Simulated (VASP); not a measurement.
# HF: single point with PBE+D3(BJ)

HF:

```
CELL_PARAMETERS angstrom
5.46479 0.00000 0.00000
0.00000 5.46479 0.00000
0.00000 0.00000 5.46479
ATOMIC_POSITIONS crystal
F 0.13712 0.45125 0.37698
F 0.70583 0.76409 0.41292
F 0.37165 0.32276 0.97654
F 0.57437 0.78852 0.96035
F 0.82173 0.28327 0.84576
F 0.35392 0.08553 0.51175
H 0.20680 0.41590 0.21318
H 0.62528 0.76528 0.14041
H 0.46785 0.43835 0.87392
H 0.40234 0.96500 0.41711
H 0.71271 0.18284 0.91751
H 0.87372 0.79875 0.41605
```

```json
{
 "Program": "VASP 6.6.1",
 "Task": "single point",
 "Functional": "PBE",
 "Dispersion": "D3(BJ)",
 "Potentials or basis": "VASP PAW PBE potentials, release 64 (F, H)",
 "Cutoff": "520 eV",
 "k mesh": "1 × 1 × 1",
 "Occupations": "fermi-dirac, width 0.05 eV",
 "Spin": "no spin polarisation"
}
```

- Pressure: 1.1 GPa
- Largest force: 4.202 eV/Å
- Band gap on the k mesh: 5.82 eV
- Dispersion energy per atom: -0.023 eV

Forces on the atoms (eV/Å):
```
F    0.164  0.559 -1.628
F   -0.362 -0.184 -0.368
F    0.726  1.220 -0.794
F    0.534 -0.256  2.425
F    1.930  1.655 -1.276
F   -1.356  2.849  2.539
H   -0.424  0.156  1.329
H   -0.497  0.157 -2.320
H   -1.051 -0.878  1.115
H    1.437 -3.205 -2.306
H   -1.805 -1.948  1.071
H    0.706 -0.125  0.214
```

Stress tensor (GPa, compression positive):
```
 2.54 -1.61 -1.13
-1.61  2.83  1.32
-1.13  1.32 -2.06
```

Levels at points of the mesh, in eV from the valence-band top:
| k point | band 20 | band 21 | band 22 | band 23 | band 24 | band 25 | band 26 | band 27 | band 28 | band 29 |
| --- | --- | --- | --- | --- | --- | --- | --- | --- | --- | --- |
| (0.00, 0.00, 0.00) | -0.97 | -0.83 | -0.66 | -0.42 | 0.00 | 5.82 | 9.20 | 10.49 | 10.77 | 11.32 |

It took 15 s on 1 thread of Intel(R) Xeon(R) Platinum 8375C CPU @ 2.90GHz (Ice Lake) (shared host), peak memory 0.24 GiB.

Caveat: the k points lie up to 1.15 Å⁻¹ apart.
